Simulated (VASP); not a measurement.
# HfO2 in VASP: further runs

Runs on HfO2. Level: PBE. Tasks: single point, relaxation of cell and atoms.

Everything below comes from runs of VASP 6.6.1. Logs are shortened: lines on timing, memory, paths and dates and some standing lists are left out, and cuts for length are marked.

## 1. The cell of the first run

The typed cell holds 3 atoms: a = 3.602 Å, b = 3.602 Å, c = 3.602 Å, α = 60.07°, β = 60.07°, γ = 60.07°.

## 2. Single point, PBE

INCAR

```
SYSTEM = HfO2
ALGO = Normal ; EDIFF = 1E-6
ENCUT = 520 ; GGA = PE
ISIF = 2 ; ISMEAR = 0
LASPH = .TRUE. ; LCHARG = .FALSE.
LREAL = .FALSE. ; LWAVE = .FALSE.
NBANDS = 18 ; NELM = 60
PREC = Accurate ; SIGMA = 0.1
```

KPOINTS

```
k-points
0
G
  6 6 6
  0 0 0
```

POSCAR

```
HfO2
1.0
    1.8032587737      1.0411119384      2.9397260249
   -1.8032587737      1.0411119384      2.9397260249
    0.0000000000     -2.0822238768      2.9397260249
Hf O
1 2
Direct
    0.0000000000      0.0000000000      0.0000000000
    0.2500839334      0.2500839334      0.2500839334
    0.7499160666      0.7499160666      0.7499160666
```

Potentials or basis: VASP PAW PBE potentials, release 64 (Hf_pv, O).

Started as:

```sh
cat potpaw_PBE.64/Hf_pv/POTCAR potpaw_PBE.64/O/POTCAR > POTCAR
mpirun -np 1 vasp_std > vasp.out
```

OUTCAR:

```text
SYSTEM = HfO2
   EDIFF = 1E-6
   ENCUT = 520
   GGA = PE
   ISIF = 2
   ISMEAR = 0
   LASPH = .TRUE.
   LREAL = .FALSE.
   NELM = 60
   PREC = Accurate

 ion  position               nearest neighbor table
   1  0.000  0.000  0.000-   2 2.21   3 2.21   3 2.21   2 2.21   3 2.21   3 2.21   2 2.21   2 2.21

   2  0.250  0.250  0.250-   1 2.21   1 2.21   1 2.21   1 2.21
   3  0.750  0.750  0.750-   1 2.21   1 2.21   1 2.21   1 2.21

  LATTYP: Found a trigonal (rhomboedric) cell.
 ALAT       =     3.6024499129
 COS(alpha) =     0.4988702325

  Lattice vectors:

 A1 = (   1.8032587737,   1.0411119384,   2.9397260249)
 A2 = (  -1.8032587737,   1.0411119384,   2.9397260249)
 A3 = (   0.0000000000,  -2.0822238768,   2.9397260249)

Analysis of symmetry for initial positions (statically):
=====================================================================
 Subroutine PRICEL returns:
 Original cell was already a primitive cell.

 Routine SETGRP: Setting up the symmetry group for a
 trigonal (rhombohedral) supercell.

 Subroutine GETGRP returns: Found 12 space group operations
 (whereof 12 operations were pure point group operations)
 out of a pool of 12 trial point group operations.

The static configuration has the point symmetry D_3d.

Analysis of symmetry for dynamics (positions and initial velocities):
=====================================================================
 Subroutine PRICEL returns:
 Original cell was already a primitive cell.

 Routine SETGRP: Setting up the symmetry group for a
 trigonal (rhombohedral) supercell.

 Subroutine GETGRP returns: Found 12 space group operations
 (whereof 12 operations were pure point group operations)
 out of a pool of 12 trial point group operations.

The dynamic configuration has the point symmetry D_3d.

 Subroutine INISYM returns: Found 12 space group operations
 (whereof 12 operations are pure point group operations),
 and found     1 'primitive' translations

----------------------------------------------------------------------------------------

                                     Primitive cell

  volume of cell :      33.1141

  direct lattice vectors                    reciprocal lattice vectors
     1.803258774  1.041111938  2.939726025     0.277275789  0.160085252  0.113389251
    -1.803258774  1.041111938  2.939726025    -0.277275789  0.160085252  0.113389251
     0.000000000 -2.082223877  2.939726025     0.000000000 -0.320170503  0.113389251

[... 78 lines left out ...]
   ICHARG =      2    charge: 1-file 2-atom 10-const
   ISPIN  =      1    spin polarized calculation?
   LNONCOLLINEAR =      F non collinear calculations
   LSORBIT =      F    spin-orbit coupling
   LASPH  =      T    aspherical Exc in radial PAW
   ENCUT  =  520.0 eV  38.22 Ry    6.18 a.u.   6.70  6.70  6.70*2*pi/ulx,y,z
   NELM   =     60;   NELMIN=  2; NELMDL= -5     # of ELM steps
   EDIFF  = 0.1E-05   stopping-criterion for ELM
   LREAL  =      F    real-space projection
   EDIFFG = 0.1E-04   stopping-criterion for IOM
   NSW    =      0    number of steps for IOM
   IBRION =     -1    ionic relax: 0-MD 1-quasi-New 2-CG
   NFREE  =      0    steps in history (QN), initial steepest desc. (CG)
   ISIF   =      2    stress and relaxation
   ISYM   =      2    0-nonsym 1-usesym 2-fastsym
   POTIM  = 0.5000    time-step for ionic-motion
   TEBEG  =    0.0;   TEEND  =   0.0 temperature during run
   PSTRESS=    0.0 pullay stress
   NELECT =      22.0000    total number of electrons
   NUPDOWN=      -1.0000    fix difference up-down
   EMIN   =  10.00;   EMAX   =-10.00  energy-range for DOS
   EFERMI =   0.00;   METHOD = LEGACY
   ISMEAR =     0;   SIGMA  =   0.10  broadening in eV -4-tet -1-fermi 0-gaus
   EFERMI_NEDOS =   21; number of points for ismear=-14 and -15
   IALGO  =     38    algorithm
   IMIX   =      4    mixing-type and parameters
     AMIX     =   0.40;   BMIX     =  1.00
     AMIX_MAG =   1.60;   BMIX_MAG =  1.00
  volume/ion in A,a.u.               =      11.04        74.49
  Fermi-wavevector in a.u.,A,eV,Ry     =   1.428492  2.699459 27.763911  2.040590
  Thomas-Fermi vector in A             =   2.548548
   LORBIT       =      0    0 simple, 1 ext, 2 COOP (PROOUT), +10 PAW based schemes
   GGA     = PE    functional components
   LHFCALC =     F    Hartree Fock is set to
   AEXX    =    0.0000 exact exchange contribution
   IVDW    =     0    specifies the selected vdW correction
   LEPSILON=     F    determine dielectric tensor
   LRPA    =     F    only Hartree local field effects (RPA)
 non-spin polarized calculation
 Gauss-broadening in eV      SIGMA  =   0.10
  energy-cutoff  :      520.00
  volume of cell :       33.11
 maximum number of plane-waves:       911
   NGX = 13   NGY = 13   NGZ = 13

 number of electron      21.9999992 magnetization

 Free energy of the ion-electron system (eV)
  ---------------------------------------------------
  ext. energy  EPLUGINS =         0.00000000
  ---------------------------------------------------
  free energy    TOTEN  =       -30.24332287 eV

  energy without entropy =      -30.24332287  energy(sigma->0) =      -30.24332287

 E-fermi :   4.5582     XC(G=0): -11.7518

 val. band max:        4.1412037010   @ k =   0.5000   0.5000  -0.0000
 cond. band min:       7.8986242666   @ k =   0.5000   0.5000  -0.0000
 fundamental gap:      3.7574205656
 Fermi energy:         4.5581559027

 k-point     1 :       0.0000    0.0000    0.0000
  band No.  band energies     occupation
      1     -25.6216      2.00000
      2     -25.6216      2.00000
      3     -25.6210      2.00000
      4     -14.4904      2.00000
      5     -11.5378      2.00000
      6      -1.1044      2.00000
[... 481 lines left out ...]
      5     -12.5036      2.00000
      6      -1.6317      2.00000
[... 10 lines left out ...]
     17      17.1058      0.00000
     18      17.4925      0.00000

 [... further k-points ...]
[... 5 lines left out ...]
  --------------------------------------------------------------------------------------
  -------------------------------------------------------------------------------------
  Total       -0.7624484     -0.7624484     -0.7194094      0.0000000     -0.0000000      0.0000000
  in kB      -36.8898999    -36.8898999    -34.8075215      0.0000000     -0.0000000      0.0000000
  external PRESSURE =     -36.1957737 kB  Pullay stress =       0.0000000 kB

 VOLUME and BASIS-vectors are now :
 -----------------------------------------------------------------------------
  energy-cutoff  :      520.00
  volume of cell :       33.11
      direct lattice vectors                 reciprocal lattice vectors
     1.803258774  1.041111938  2.939726025     0.277275789  0.160085252  0.113389251
    -1.803258774  1.041111938  2.939726025    -0.277275789  0.160085252  0.113389251
     0.000000000 -2.082223877  2.939726025     0.000000000 -0.320170503  0.113389251

 POSITION                                       TOTAL-FORCE (eV/Angst)
 -----------------------------------------------------------------------------------
      0.00000      0.00000      0.00000         0.000000      0.000000     -0.000000
      0.00000      0.00000      2.20553         0.000000      0.000000     -0.001647
      0.00000      0.00000      6.61364         0.000000     -0.000000      0.001647
 -----------------------------------------------------------------------------------
    total drift:                               -0.000000      0.000000      0.000000

  FREE ENERGIE OF THE ION-ELECTRON SYSTEM (eV)
  ---------------------------------------------------
  free  energy   TOTEN  =       -30.2433228664 eV

  energy  without entropy=      -30.2433228663  energy(sigma->0) =      -30.24332287
```

OSZICAR:

```text
N       E                     dE             d eps       ncg     rms          rms(c)
DAV:   1     0.932772694691E+02    0.93277E+02   -0.12415E+04  1152   0.120E+03
DAV:   2    -0.320278529090E+02   -0.12531E+03   -0.12149E+03  1518   0.293E+02
DAV:   3    -0.360263960772E+02   -0.39985E+01   -0.39827E+01  1320   0.460E+01
DAV:   4    -0.360518419879E+02   -0.25446E-01   -0.25438E-01  1422   0.397E+00
DAV:   5    -0.360520208770E+02   -0.17889E-03   -0.17889E-03  1282   0.307E-01    0.463E+01
DAV:   6    -0.303813009304E+02    0.56707E+01   -0.20460E+01  1170   0.322E+01    0.405E+01
DAV:   7    -0.302834396172E+02    0.97861E-01   -0.70403E-01  1300   0.675E+00    0.287E+01
DAV:   8    -0.302689935901E+02    0.14446E-01   -0.33154E-01  1244   0.521E+00    0.102E+01
DAV:   9    -0.302430485389E+02    0.25945E-01   -0.78489E-02  1222   0.236E+00    0.268E+00
DAV:  10    -0.302432672349E+02   -0.21870E-03   -0.36630E-03  1270   0.458E-01    0.183E-01
DAV:  11    -0.302433076474E+02   -0.40412E-04   -0.19059E-04  1298   0.118E-01    0.213E-01
DAV:  12    -0.302433215557E+02   -0.13908E-04   -0.39284E-05  1262   0.419E-02    0.104E-02
DAV:  13    -0.302433225930E+02   -0.10373E-05   -0.14367E-06  1304   0.892E-03    0.288E-03
DAV:  14    -0.302433228664E+02   -0.27338E-06   -0.20342E-07   848   0.313E-03
   1 F= -.30243323E+02 E0= -.30243323E+02  d E =-.220760E-10
```

stdout:

```text
POSCAR found type information on POSCAR HfO
 POSCAR found :  2 types and       3 ions
 scaLAPACK will be used
 LDA part: xc-table for (Slater+PW92), standard interpolation
 POSCAR, INCAR and KPOINTS ok, starting setup
 FFT: planning ... GRIDC
 FFT: planning ... GRID_SOFT
 FFT: planning ... GRID
 WAVECAR not read
 entering main loop
```

Run time: 30 s. Hardware: 1 thread of Intel Xeon Platinum 8259CL at 2.50GHz (Skylake/Cascade Lake), shared host; peak memory 0.16 GiB.

What came out:

| Item | Value |
| --- | --- |
| Free energy | -30.2433 eV |
| Pressure | -3.6 GPa |
| Band gap on the k mesh | 3.76 eV, direct |

Stress tensor (GPa, compression positive):
```
-3.69  0.00  0.00
 0.00 -3.69  0.00
 0.00  0.00 -3.48
```

Levels at points of the mesh, in eV from the valence-band top:
```tsv
k point	band 9	band 10	band 11	band 12	band 13	band 14
(0.00, 0.00, 0.00)	-0.60	-0.60	-0.60	3.84	3.84	5.71
(0.50, 0.00, 0.00)	-2.69	-1.82	-1.81	4.54	4.55	6.83
(0.50, 0.50, 0.00)	-1.51	-1.49	0.00	3.76	5.42	6.49
(0.50, 0.50, 0.50)	-2.69	-1.81	-1.81	4.55	4.55	6.85
```

Caveat: spin-orbit coupling is left out, which moves the levels of the heavy elements. A k mesh can miss the band edges.

## 3. Relaxation of cell and atoms, PBE

INCAR

```
PREC = Accurate
ENCUT = 600
EDIFF = 1E-6
ISMEAR = 0
SIGMA = 0.02
LREAL = False
LASPH = True
NELM = 60
ALGO = Normal
ISIF = 3
LWAVE = False
LCHARG = False
GGA = PE
IBRION = 2
NSW = 100
EDIFFG = -0.01
```

KPOINTS

```
Automatic mesh
0
Gamma
  8 8 8
```

POSCAR

```
HfO2
1.0
    0.0000000000      2.5487552940      2.5487552940
    2.5487552940      0.0000000000      2.5487552940
    2.5487552940      2.5487552940      0.0000000000
Hf O
1 2
Direct
    0.0000000000      0.0000000000      0.0000000000
    0.7500000000      0.7500000000      0.7500000000
    0.2500000000      0.2500000000      0.2500000000
```

Potentials or basis: VASP PAW PBE potentials, release 64 (Hf_pv, O).

Started as:

```sh
cat potpaw_PBE.64/Hf_pv/POTCAR potpaw_PBE.64/O/POTCAR > POTCAR
mpirun -np 1 vasp_std > vasp.out
```

OUTCAR:

```text
PREC = Accurate
   ENCUT = 600
   EDIFF = 1E-6
   ISMEAR = 0
   LREAL = False
   LASPH = True
   NELM = 60
   ISIF = 3
   GGA = PE
   IBRION = 2
   NSW = 100
   EDIFFG = -0.01

 ion  position               nearest neighbor table
   1  0.000  0.000  0.000-   2 2.21   3 2.21   2 2.21   2 2.21   2 2.21   3 2.21   3 2.21   3 2.21

   2  0.750  0.750  0.750-   1 2.21   1 2.21   1 2.21   1 2.21
   3  0.250  0.250  0.250-   1 2.21   1 2.21   1 2.21   1 2.21

  LATTYP: Found a face centered cubic cell.
 ALAT       =     5.0975105880

  Lattice vectors:

 A1 = (   0.0000000000,   2.5487552940,   2.5487552940)
 A2 = (   2.5487552940,   0.0000000000,   2.5487552940)
 A3 = (   2.5487552940,   2.5487552940,   0.0000000000)

Analysis of symmetry for initial positions (statically):
=====================================================================
 Subroutine PRICEL returns:
 Original cell was already a primitive cell.

 Routine SETGRP: Setting up the symmetry group for a
 face centered cubic supercell.

 Subroutine GETGRP returns: Found 48 space group operations
 (whereof 48 operations were pure point group operations)
 out of a pool of 48 trial point group operations.

The static configuration has the point symmetry O_h .

Analysis of symmetry for dynamics (positions and initial velocities):
[... 173 lines left out ...]
  external PRESSURE =     -38.5804335 kB  Pullay stress =       0.0000000 kB
[... 61 lines left out ...]
--------------------------------------- Ionic step        3  -------------------------------------------

 number of electron      21.9999997 magnetization

 Free energy of the ion-electron system (eV)
  ---------------------------------------------------
  ext. energy  EPLUGINS =         0.00000000
  ---------------------------------------------------
  free energy    TOTEN  =       -30.25509968 eV

  energy without entropy =      -30.25509968  energy(sigma->0) =      -30.25509968

 E-fermi :   4.4096     XC(G=0): -11.8355

 val. band max:        4.2725174012   @ k =   0.5000   0.5000   0.0000
 cond. band min:       8.0742189642   @ k =   0.5000   0.5000   0.0000
 fundamental gap:      3.8017015630
 Fermi energy:         4.4095589835

 k-point     1 :       0.0000    0.0000    0.0000
  band No.  band energies     occupation
      1     -25.4162      2.00000
      2     -25.4162      2.00000
      3     -25.4162      2.00000
      4     -14.4553      2.00000
      5     -11.4260      2.00000
      6      -1.0663      2.00000
      7      -1.0663      2.00000
      8      -1.0663      2.00000
      9       3.6663      2.00000
     10       3.6663      2.00000
     11       3.6663      2.00000
     12       8.1537      0.00000
     13       8.1537      0.00000
     14      10.1071      0.00000
[... 401 lines left out ...]
      2     -25.5895      2.00000
      3     -25.4934      2.00000
      4     -12.8662      2.00000
      5     -12.3160      2.00000
      6      -0.5509      2.00000
      7      -0.2022      2.00000
      8       0.7594      2.00000
      9       2.0537      2.00000
     10       2.9209      2.00000
     11       3.0237      2.00000
     12       8.8761      0.00000
     13       9.2782      0.00000
     14      11.2674      0.00000
     15      12.3613      0.00000

 [... further k-points ...]
[... 5 lines left out ...]
  --------------------------------------------------------------------------------------
  -------------------------------------------------------------------------------------
  Total       -0.0018983     -0.0018983     -0.0018983      0.0000000      0.0000000     -0.0000000
  in kB       -0.0933028     -0.0933028     -0.0933028      0.0000000      0.0000000     -0.0000000
  external PRESSURE =      -0.0933028 kB  Pullay stress =       0.0000000 kB
[... 18 lines left out ...]
  FREE ENERGIE OF THE ION-ELECTRON SYSTEM (eV)
  ---------------------------------------------------
  free  energy   TOTEN  =       -30.2550996815 eV

  energy  without entropy=      -30.2550996815  energy(sigma->0) =      -30.25509968

 reached required accuracy - stopping structural energy minimisation
```

OSZICAR:

```text
N       E                     dE             d eps       ncg     rms          rms(c)
DAV:   1     0.106925831898E+03    0.10693E+03   -0.13902E+04   870   0.162E+03
DAV:   2    -0.319093954945E+02   -0.13884E+03   -0.13632E+03  1136   0.335E+02
DAV:   3    -0.360330168598E+02   -0.41236E+01   -0.41205E+01  1199   0.565E+01
[... 24 lines left out ...]
DAV:   4    -0.302551309524E+02    0.16814E-02   -0.57539E-03  1094   0.648E-01    0.543E-01
DAV:   5    -0.302551314845E+02   -0.53206E-06   -0.12194E-04   982   0.954E-02    0.487E-01
DAV:   6    -0.302551142145E+02    0.17270E-04   -0.25779E-04  1101   0.957E-02    0.121E-01
DAV:   7    -0.302550993442E+02    0.14870E-04   -0.73618E-05  1017   0.597E-02    0.569E-02
DAV:   8    -0.302550996815E+02   -0.33737E-06   -0.23928E-06   873   0.122E-02
   3 F= -.30255100E+02 E0= -.30255100E+02  d E =-.638136E-02
```

CONTCAR:

```text
HfO2
   1.00000000000000
    -0.0000000000000000    2.5354239725382546    2.5354239725382546
     2.5354239725382546   -0.0000000000000000    2.5354239725382546
     2.5354239725382546    2.5354239725382546    0.0000000000000000
  Hf              O
     1     2
Direct
     0.0000000000000000    0.0000000000000000    0.0000000000000000
     0.7500000000000000    0.7500000000000000    0.7500000000000000
     0.2500000000000000    0.2500000000000000    0.2500000000000000

  0.00000000E+00  0.00000000E+00  0.00000000E+00
  0.00000000E+00  0.00000000E+00  0.00000000E+00
  0.00000000E+00  0.00000000E+00  0.00000000E+00
```

Wall time 68 s (1 thread of Intel Xeon Platinum 8259CL at 2.50GHz (Skylake/Cascade Lake), shared host); peak memory 0.18 GiB.

Results:

| Quantity | Value |
| --- | --- |
| Free energy | -30.2551 eV |
| Relaxed volume | 10.87 Å³/atom |
| Relaxed cell | a = 3.586 Å, b = 3.586 Å, c = 3.586 Å, α = 60.00°, β = 60.00°, γ = 60.00° |
| Space group after relaxing (to 0.05 Å) | Fm-3m (No. 225) |
| Energy gained by relaxing | 2.1 meV/atom |
| Ionic steps | 3 |
| Pressure after relaxing | 0.0 GPa |
| Band gap on the k mesh | 3.80 eV, direct |

Step by step:
```
step  energy change (eV)  largest force (eV/Å)  pressure (GPa)  volume (Å³)
   1              0.0000                0.0000           -3.86        33.11
   2              0.0072                0.0000            5.99        31.86
   3             -0.0064                0.0000           -0.01        32.60
```

Final structure:
```yaml
crystal:
  lattice:
    - [0.00000, 2.53542, 2.53542]
    - [2.53542, 0.00000, 2.53542]
    - [2.53542, 2.53542, 0.00000]
  atoms:
    - { symbol: Hf, position: [0.00000, 0.00000, 0.00000] }
    - { symbol: O, position: [0.75000, 0.75000, 0.75000] }
    - { symbol: O, position: [0.25000, 0.25000, 0.25000] }
```

Levels at points of the mesh, in eV from the valence-band top:
```
           k point  band 9  band 10  band 11  band 12  band 13  band 14
(0.00, 0.00, 0.00)   -0.61    -0.61    -0.61     3.88     3.88     5.83
(0.50, 0.00, 0.00)   -2.73    -1.83    -1.83     4.61     4.61     6.98
(0.50, 0.50, 0.00)   -1.53    -1.53     0.00     3.80     5.50     6.63
```

Caveat: spin-orbit coupling is left out, which moves the levels of the heavy elements.

## 4. Relaxation of cell and atoms, PBE

INCAR

```
SYSTEM = HfO2
ALGO = Normal
EDIFF = 1E-7
EDIFFG = -0.001
ENCUT = 600
GGA = PE
IBRION = 2
ISIF = 3
ISMEAR = 0
LASPH = .TRUE.
LCHARG = .FALSE.
LREAL = .FALSE.
LWAVE = .FALSE.
NELM = 80
NSW = 80
PREC = Accurate
SIGMA = 0.01
```

KPOINTS

```
k-points
0
G
  8 8 8
  0 0 0
```

POSCAR is that of step 3.

Started as:

```sh
cat potpaw_PBE.64/Hf_pv/POTCAR potpaw_PBE.64/O/POTCAR > POTCAR
mpirun -np 1 vasp_std > vasp.out
```

It took 1.9 min on 1 thread of Intel Xeon Platinum 8259CL at 2.50GHz (Skylake/Cascade Lake), shared host; peak memory 0.19 GiB.

The run converged. Its results:

```yaml
Free_energy: -30.2551 eV
Relaxed_volume: 10.86 Å³/atom
Relaxed_cell: a = 3.585 Å, b = 3.585 Å, c = 3.585 Å, α = 60.00°, β = 60.00°, γ = 60.00°
Space_group_after_relaxing_to_0.05_Å: Fm-3m (No. 225)
Energy_gained_by_relaxing: 2.1 meV/atom
Ionic_steps: 6
Pressure_after_relaxing: 0.0 GPa
Band_gap_on_the_k_mesh: 3.80 eV, direct
```

Step by step:
| step | energy change (eV) | largest force (eV/Å) | pressure (GPa) | volume (Å³) |
| --- | --- | --- | --- | --- |
| 1 | 0.0000 | 0.0000 | -3.86 | 33.11 |
| 2 | 0.0072 | 0.0000 | 6.05 | 31.86 |
| 3 | -0.0064 | 0.0000 | -0.02 | 32.60 |
| 4 | -0.0064 | 0.0000 | 0.06 | 32.58 |
| 5 | -0.0064 | 0.0000 | -0.07 | 32.60 |
| 6 | -0.0064 | 0.0000 | 0.00 | 32.59 |

Final structure:
```
CELL_PARAMETERS angstrom
0.00000 2.53531 2.53531
2.53531 0.00000 2.53531
2.53531 2.53531 0.00000
ATOMIC_POSITIONS crystal
Hf 0.00000 0.00000 0.00000
O 0.75000 0.75000 0.75000
O 0.25000 0.25000 0.25000
```

Levels at points of the mesh, in eV from the valence-band top:
```csv
k point,band 7,band 8,band 9,band 10,band 11,band 12,band 13,band 14,band 15
"(0.00, 0.00, 0.00)",-5.34,-5.34,-0.61,-0.61,-0.61,3.88,3.88,5.84,10.42
"(0.50, 0.00, 0.00)",-4.30,-3.04,-2.73,-1.83,-1.83,4.61,4.61,6.98,9.07
"(0.50, 0.50, 0.00)",-3.46,-3.46,-1.53,-1.53,0.00,3.80,5.50,6.63,8.16
```

Caveat: spin-orbit coupling is left out, which moves the levels of the heavy elements. PBE gaps usually lie below the measured ones, often by a third to a half.

[end of part 1 of 2]
